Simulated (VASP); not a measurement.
# KZnI3 (Pm-3m) in VASP: notebook

Runs on KZnI3. Level: r2SCAN. Tasks: single point.

Everything below comes from runs of VASP 6.6.1. Logs are shortened: lines on timing, memory, paths and dates and some standing lists are left out, and cuts for length are marked.

### 1 The cell of the first run

Symmetry: Pm-3m, No. 221, cubic system. Conventional cell: a = 5.583 Å, b = 5.583 Å, c = 5.583 Å, α = 90.00°, β = 90.00°, γ = 90.00°. K (site symmetry m-3m) has 12 I at 3.95 Å and 8 Zn at 4.83 Å within 5.2 Å. Within 3.7 Å of Zn (site symmetry m-3m) lie 6 I at 2.79 Å. Within 3.7 Å of I (site symmetry 4/mmm) lie 2 Zn at 2.79 Å.

### 2 Single point, r2SCAN (volume changed by -6%)

Input file POSCAR:

```
KZnI3
1.0
    5.5828447317      0.0000000000      0.0000000000
    0.0000000000      5.5828447317      0.0000000000
    0.0000000000      0.0000000000      5.5828447317
K Zn I
1 1 3
Direct
    0.0000000000      0.0000000000      0.0000000000
    0.5000000000      0.5000000000      0.5000000000
    0.5000000000      0.5000000000      0.0000000000
    0.5000000000      0.0000000000      0.5000000000
    0.0000000000      0.5000000000      0.5000000000
```

Input file INCAR.step1:

```
SYSTEM = KZnI3
ALGO = Normal
EDIFF = 1E-4
ENCUT = 520
GGA = PE
ISMEAR = -1
LASPH = .TRUE.
LCHARG = .FALSE.
LREAL = .FALSE.
LWAVE = .TRUE.
NBANDS = 29
NELM = 80
PREC = Accurate
SIGMA = 0.02
```

Input file INCAR.step2:

```
SYSTEM = KZnI3
ALGO = Normal
EDIFF = 1E-6
ENCUT = 520
ISIF = 2
ISMEAR = -1
ISTART = 1
LASPH = .TRUE.
LCHARG = .TRUE.
LELF = .TRUE.
LMIXTAU = .TRUE.
LREAL = .FALSE.
LVHAR = .TRUE.
LWAVE = .FALSE.
METAGGA = R2SCAN
NBANDS = 29
NELM = 80
PREC = Accurate
SIGMA = 0.02
```

Input file KPOINTS:

```
k-points
0
G
  4 4 4
  0 0 0
```

Potentials or basis: VASP PAW PBE potentials, release 64 (K_sv, Zn, I).

Launch:

```console
> cat potpaw_PBE.64/K_sv/POTCAR potpaw_PBE.64/Zn/POTCAR potpaw_PBE.64/I/POTCAR > POTCAR
> cp INCAR.step1 INCAR
> mpirun -np 1 vasp_std > vasp.out
> cp INCAR.step2 INCAR
> mpirun -np 1 vasp_std > vasp.out
```

OUTCAR:

```text
SYSTEM = KZnI3
   EDIFF = 1E-6
   ENCUT = 520
   ISIF = 2
   ISMEAR = -1
   ISTART = 1
   LASPH = .TRUE.
   LREAL = .FALSE.
   METAGGA = R2SCAN
   NELM = 80
   PREC = Accurate

 ion  position               nearest neighbor table
   1  0.000  0.000  0.000-
   2  0.500  0.500  0.500-   3 2.79   4 2.79   5 2.79   3 2.79   4 2.79   5 2.79
   3  0.500  0.500  0.000-   2 2.79   2 2.79
   4  0.500  0.000  0.500-   2 2.79   2 2.79
   5  0.000  0.500  0.500-   2 2.79   2 2.79

  LATTYP: Found a simple cubic cell.
 ALAT       =     5.5828447317

  Lattice vectors:

 A1 = (   5.5828447317,   0.0000000000,   0.0000000000)
 A2 = (   0.0000000000,   5.5828447317,   0.0000000000)
 A3 = (   0.0000000000,   0.0000000000,   5.5828447317)

Analysis of symmetry for initial positions (statically):
=====================================================================
 Subroutine PRICEL returns:
 Original cell was already a primitive cell.

 Routine SETGRP: Setting up the symmetry group for a
 simple cubic supercell.

 Subroutine GETGRP returns: Found 48 space group operations
 (whereof 48 operations were pure point group operations)
 out of a pool of 48 trial point group operations.

The static configuration has the point symmetry O_h .

Analysis of symmetry for dynamics (positions and initial velocities):
=====================================================================
 Subroutine PRICEL returns:
 Original cell was already a primitive cell.

 Routine SETGRP: Setting up the symmetry group for a
 simple cubic supercell.

 Subroutine GETGRP returns: Found 48 space group operations
 (whereof 48 operations were pure point group operations)
 out of a pool of 48 trial point group operations.

The dynamic configuration has the point symmetry O_h .

 Subroutine INISYM returns: Found 48 space group operations
 (whereof 48 operations are pure point group operations),
 and found     1 'primitive' translations

----------------------------------------------------------------------------------------

                                     Primitive cell

  volume of cell :     174.0070

  direct lattice vectors                    reciprocal lattice vectors
     5.582844732  0.000000000  0.000000000     0.179120153  0.000000000  0.000000000
     0.000000000  5.582844732  0.000000000     0.000000000  0.179120153  0.000000000
     0.000000000  0.000000000  5.582844732     0.000000000  0.000000000  0.179120153

  length of vectors
     5.582844732  5.582844732  5.582844732     0.179120153  0.179120153  0.179120153
[... 73 lines left out ...]
   LREAL  =      F    real-space projection
   EDIFFG = 0.1E-04   stopping-criterion for IOM
   NSW    =      0    number of steps for IOM
   IBRION =     -1    ionic relax: 0-MD 1-quasi-New 2-CG
   NFREE  =      0    steps in history (QN), initial steepest desc. (CG)
   ISIF   =      2    stress and relaxation
   ISYM   =      2    0-nonsym 1-usesym 2-fastsym
   POTIM  = 0.5000    time-step for ionic-motion
   TEBEG  =    0.0;   TEEND  =   0.0 temperature during run
   PSTRESS=    0.0 pullay stress
   NELECT =      42.0000    total number of electrons
   NUPDOWN=      -1.0000    fix difference up-down
   EMIN   =  10.00;   EMAX   =-10.00  energy-range for DOS
   EFERMI =   0.00;   METHOD = LEGACY
   ISMEAR =    -1;   SIGMA  =   0.02  broadening in eV -4-tet -1-fermi 0-gaus
   EFERMI_NEDOS =   21; number of points for ismear=-14 and -15
   IALGO  =     38    algorithm
   IMIX   =      4    mixing-type and parameters
     AMIX     =   0.40;   BMIX     =  1.00
     AMIX_MAG =   1.60;   BMIX_MAG =  1.00
  volume/ion in A,a.u.               =      34.80       234.85
  Fermi-wavevector in a.u.,A,eV,Ry     =   1.019301  1.926199 14.136102  1.038974
  Thomas-Fermi vector in A             =   2.152807
   LORBIT       =      0    0 simple, 1 ext, 2 COOP (PROOUT), +10 PAW based schemes
   METAGGA = R2SCAN    functional components
   LHFCALC =     F    Hartree Fock is set to
   AEXX    =    0.0000 exact exchange contribution
   IVDW    =     0    specifies the selected vdW correction
   LEPSILON=     F    determine dielectric tensor
   LRPA    =     F    only Hartree local field effects (RPA)
 non-spin polarized calculation
  energy-cutoff  :      520.00
  volume of cell :      174.01
 maximum number of plane-waves:      4713
 NGX is ok and might be reduce to    42
   NGX = 21   NGY = 21   NGZ = 21

 number of electron      42.0000040 magnetization

 Free energy of the ion-electron system (eV)
  ---------------------------------------------------
  ext. energy  EPLUGINS =         0.00000000
  ---------------------------------------------------
  free energy    TOTEN  =       -93.12556625 eV

  energy without entropy =      -93.12348990  energy(sigma->0) =      -93.12452808

 E-fermi :   2.0137     XC(G=0):  -8.6858

 val. band max:        1.9784355941   @ k =   0.5000   0.5000   0.5000
 cond. band min:       2.9568234237   @ k =   0.2500   0.0000   0.0000
 fundamental gap:      0.9783878296
 Fermi energy:         2.0136973387

 k-point     1 :       0.0000    0.0000    0.0000
  band No.  band energies     occupation
      1     -29.0016      2.00000
      2     -11.7005      2.00000
      3     -11.7005      2.00000
      4     -11.7005      2.00000
      5     -10.9912      2.00000
      6      -9.8100      2.00000
[... 309 lines left out ...]
     28       9.0113      0.00000
     29       9.0113      0.00000

------------------------ aborting loop because EDIFF is reached ----------------------------------------

  FORCE on cell =-STRESS in cart. coord.  units (eV):
  Direction    XX          YY          ZZ          XY          YZ          ZX
  --------------------------------------------------------------------------------------
  -------------------------------------------------------------------------------------
  Total        1.9433110      1.9433110      1.9433110      0.0000000      0.0000000     -0.0000000
  in kB       17.8931266     17.8931266     17.8931266      0.0000000      0.0000000     -0.0000000
  external PRESSURE =      17.8931266 kB  Pullay stress =       0.0000000 kB

 VOLUME and BASIS-vectors are now :
 -----------------------------------------------------------------------------
  energy-cutoff  :      520.00
  volume of cell :      174.01
      direct lattice vectors                 reciprocal lattice vectors
     5.582844732  0.000000000  0.000000000     0.179120153  0.000000000  0.000000000
     0.000000000  5.582844732  0.000000000     0.000000000  0.179120153  0.000000000
     0.000000000  0.000000000  5.582844732     0.000000000  0.000000000  0.179120153

 POSITION                                       TOTAL-FORCE (eV/Angst)
 -----------------------------------------------------------------------------------
      0.00000      0.00000      0.00000         0.000000      0.000000      0.000000
      2.79142      2.79142      2.79142         0.000000      0.000000      0.000000
      2.79142      2.79142      0.00000         0.000000      0.000000      0.000000
      2.79142      0.00000      2.79142         0.000000      0.000000      0.000000
      0.00000      2.79142      2.79142         0.000000      0.000000      0.000000
 -----------------------------------------------------------------------------------
    total drift:                                0.000000     -0.000000     -0.000000

  FREE ENERGIE OF THE ION-ELECTRON SYSTEM (eV)
  ---------------------------------------------------
  free  energy   TOTEN  =       -93.1255662511 eV

  energy  without entropy=      -93.1234899044  energy(sigma->0) =      -93.12452808
```

OSZICAR.step1:

```text
N       E                     dE             d eps       ncg     rms          rms(c)
DAV:   1     0.287570090881E+03    0.28757E+03   -0.17595E+04   580   0.132E+03
DAV:   2     0.141305953802E+02   -0.27344E+03   -0.26306E+03   690   0.302E+02
DAV:   3    -0.101942455784E+02   -0.24325E+02   -0.24217E+02   689   0.887E+01
DAV:   4    -0.110545311819E+02   -0.86029E+00   -0.85877E+00   961   0.158E+01
DAV:   5    -0.110630452890E+02   -0.85141E-02   -0.85114E-02   787   0.143E+00    0.640E+00
DAV:   6    -0.105665183722E+02    0.49653E+00   -0.11074E+00   703   0.209E+01    0.497E+00
DAV:   7    -0.105166285834E+02    0.49890E-01   -0.62268E-01   697   0.401E+00    0.187E+00
DAV:   8    -0.105195280598E+02   -0.28995E-02   -0.24157E-02   748   0.101E+00    0.630E-01
DAV:   9    -0.105196720698E+02   -0.14401E-03   -0.34218E-03   671   0.579E-01    0.862E-02
DAV:  10    -0.105196788481E+02   -0.67783E-05   -0.54591E-04   723   0.265E-01
   1 F= -.10519679E+02 E0= -.10518643E+02  d E =-.207241E-02
```

Wall time 82 s (1 thread of Intel Xeon 6975P-C (Granite Rapids), shared host); peak memory 0.3 GiB.

Results:

```yaml
Free_energy: -93.1256 eV
Pressure: 1.8 GPa
Band_gap_on_the_k_mesh: zero (band 21 reaches 1.98 eV, above the bottom of band 22 at 1.44 eV)
```

Caveat: the PAW data sets were made with another functional, which shifts forces and pressure a little; spin-orbit coupling is left out, which moves the levels of the heavy elements.

### 3 Single point, r2SCAN (volume changed by -3%)

Changes to POSCAR since step 2:

```diff
@@ -2,5 +2,5 @@
 1.0
-    5.5828447317      0.0000000000      0.0000000000
-    0.0000000000      5.5828447317      0.0000000000
-    0.0000000000      0.0000000000      5.5828447317
+    5.6416158372      0.0000000000      0.0000000000
+    0.0000000000      5.6416158372      0.0000000000
+    0.0000000000      0.0000000000      5.6416158372
 K Zn I
```

Input file INCAR.step1:

```
ALGO = Normal ; EDIFF = 1E-4
ENCUT = 520 ; GGA = PE
ISMEAR = -1 ; LASPH = True
LCHARG = False ; LREAL = False
LWAVE = True ; NBANDS = 29
NELM = 60 ; PREC = Accurate
SIGMA = 0.02
```

Input file INCAR.step2:

```
ALGO = Normal ; EDIFF = 1E-6
ENCUT = 520 ; ISIF = 2
ISMEAR = -1 ; ISTART = 1
LASPH = True ; LCHARG = False
LMIXTAU = True ; LREAL = False
LWAVE = False ; METAGGA = R2SCAN
NBANDS = 29 ; NELM = 60
PREC = Accurate ; SIGMA = 0.02
```

Input file KPOINTS:

```
k-points
0
Gamma
  4 4 4
```

Potentials or basis: VASP PAW PBE potentials, release 64 (K_sv, Zn, I).

Launch:

```console
> cat potpaw_PBE.64/K_sv/POTCAR potpaw_PBE.64/Zn/POTCAR potpaw_PBE.64/I/POTCAR > POTCAR
> cp INCAR.step1 INCAR
> mpirun -np 1 vasp_std > vasp.out
> cp INCAR.step2 INCAR
> mpirun -np 1 vasp_std > vasp.out
```

Wall time 82 s (1 thread of Intel Xeon 6975P-C (Granite Rapids), shared host); peak memory 0.31 GiB.

Results (log left out):

- Free energy: -93.1707 eV
- Pressure: 0.8 GPa
- Band gap on the k mesh: zero (band 21 reaches 1.70 eV, above the bottom of band 22 at 1.15 eV)

Levels at points of the mesh, in eV from the Fermi level:
| k point | band 17 | band 18 | band 19 | band 20 | band 21 | band 22 | band 23 | band 24 | band 25 | band 26 |
| --- | --- | --- | --- | --- | --- | --- | --- | --- | --- | --- |
| (0.00, 0.00, 0.00) | -1.05 | -1.05 | -0.64 | -0.64 | -0.64 | -0.58 | 4.05 | 5.31 | 5.31 | 5.79 |
| (0.50, 0.00, 0.00) | -1.49 | -1.49 | -1.35 | -0.82 | -0.82 | 2.60 | 4.94 | 5.65 | 6.75 | 6.85 |
| (0.50, 0.50, 0.00) | -1.64 | -1.50 | -1.50 | -0.46 | -0.06 | 4.17 | 5.06 | 5.06 | 6.07 | 6.53 |
| (0.50, 0.50, 0.50) | -0.44 | -0.44 | -0.04 | -0.04 | -0.04 | 4.18 | 4.50 | 4.50 | 4.50 | 5.87 |

Caveat: the PAW data sets were made with another functional, which shifts forces and pressure a little; spin-orbit coupling is left out, which moves the levels of the heavy elements.
